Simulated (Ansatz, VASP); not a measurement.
**Two plane-wave programs on Ti**

Contents of POSCAR:

```
Ti
1.0
    0.0000000000      2.0300000000      2.1112000000
    2.0300000000      0.0000000000      2.1112000000
    2.0300000000      2.0300000000      0.0000000000
Ti
1
Direct
    0.0000000000      0.0000000000      0.0000000000
```

The input INCAR.step1:

```
SYSTEM = Ti
  PREC = Accurate
  ENCUT = 520
  ISMEAR = 0
  SIGMA = 0.15
  LREAL = .FALSE.
  LASPH = .TRUE.
  NELM = 80
  NBANDS = 12
  GGA = PE
  ALGO = Normal
  EDIFF = 1E-4
  LWAVE = .TRUE.
  LCHARG = .FALSE.
```

The input INCAR.step2:

```
SYSTEM = Ti
  PREC = Accurate
  ENCUT = 520
  EDIFF = 1E-6
  ISMEAR = 0
  SIGMA = 0.15
  LREAL = .FALSE.
  LASPH = .TRUE.
  NELM = 80
  ALGO = Normal
  ISIF = 2
  LWAVE = .FALSE.
  LCHARG = .TRUE.
  METAGGA = R2SCAN
  LMIXTAU = .TRUE.
  LELF = .TRUE.
  LVHAR = .TRUE.
  NBANDS = 12
  ISTART = 1
```

The input KPOINTS:

```
Automatic mesh
0
G
  20 20 20
  0 0 0
```

Input for Ansatz:

```yaml
crystal:
  lattice:
    - [0.0, 2.03, 2.1112]
    - [2.03, 0.0, 2.1112]
    - [2.03, 2.03, 0.0]
  atoms:
    - { symbol: Ti, position: [0.0, 0.0, 0.0] }
basis:
  ecutwfc: 500
kpoints:
  mp_grid: { grid: [20, 20, 20] }
hamiltonian:
  xc: r2scan
scf:
  occupations: { method: gaussian, width: 0.15 }
output:
  forces: true
  stress: true
  eigenvalues: true
```

Change from the starting cell: strain +0.000 along x and y, +0.040 along z, atoms carried along.

Alike in both runs: task single point; functional r2SCAN; k mesh 20 × 20 × 20; occupations gaussian, width 0.15 eV; no spin polarisation.

|  | VASP | Ansatz |
| --- | --- | --- |
| version | VASP 6.6.1 | Ansatz 0.2.0 |
| potentials or method | VASP PAW PBE potentials, release 64 (Ti_sv), cutoff 520 eV | scalar-relativistic, plane waves, PAW |
| valence electrons in the cell | 12 | 12 |

```csv
,VASP,Ansatz,Ansatz less VASP
gap on the k mesh at the Fermi level (eV),none,none,-
pressure (GPa),0.1,-0.2,-0.38
"traceless stress, the component that is largest in VASP (GPa)",-0.88,-0.87,+0.007
```

VASP's potentials were made for PBE, not for r2SCAN. A gap of «none» marks a metal or a gap that the smearing closes.
